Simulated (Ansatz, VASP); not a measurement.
# Two plane-wave programs on Ta

```
Ta
1.0
    -1.65128    1.65128    1.52743
     1.65128   -1.65128    1.52743
     1.65128    1.65128   -1.52743
Ta
1
Direct
  0.00000 0.00000 0.00000
```

Change from the starting cell: strain -0.0750 x Voigt [0, 0, 1, 0, 0, 0], atoms carried along.

Alike in both runs: task single point; functional PBEsol; k mesh 20 × 20 × 20; occupations gaussian, width 0.15 eV; no spin polarisation.

|  | VASP | Ansatz |
| --- | --- | --- |
| version | VASP 6.6.1 | Ansatz 0.2.0 |
| potentials or method | VASP PAW PBE potentials, release 64 (Ta_pv), cutoff 520 eV | scalar-relativistic, plane waves, PAW |
| valence electrons in the cell | 11 | 13 |

VASP gave:

```
gap on the k mesh at the Fermi level (eV)                     : none
pressure (GPa)                                                : 14.4
traceless stress, the component that is largest in VASP (GPa) : 5.75
```

What did Ansatz give for the same quantities?

gap on the k mesh at the Fermi level (eV): none; pressure (GPa): 14.1; traceless stress, the component that is largest in VASP (GPa): 5.77.

VASP's potentials were made for PBE, not for PBEsol. A gap of «none» marks a metal or a gap that the smearing closes. With one functional, cell and mesh, what is left measures potentials, basis and numerics. VASP's potentials hold 11 valence electrons a cell and Ansatz's 13, so a difference there can come from the potentials and not from the codes.

Spin-orbit coupling is off throughout.
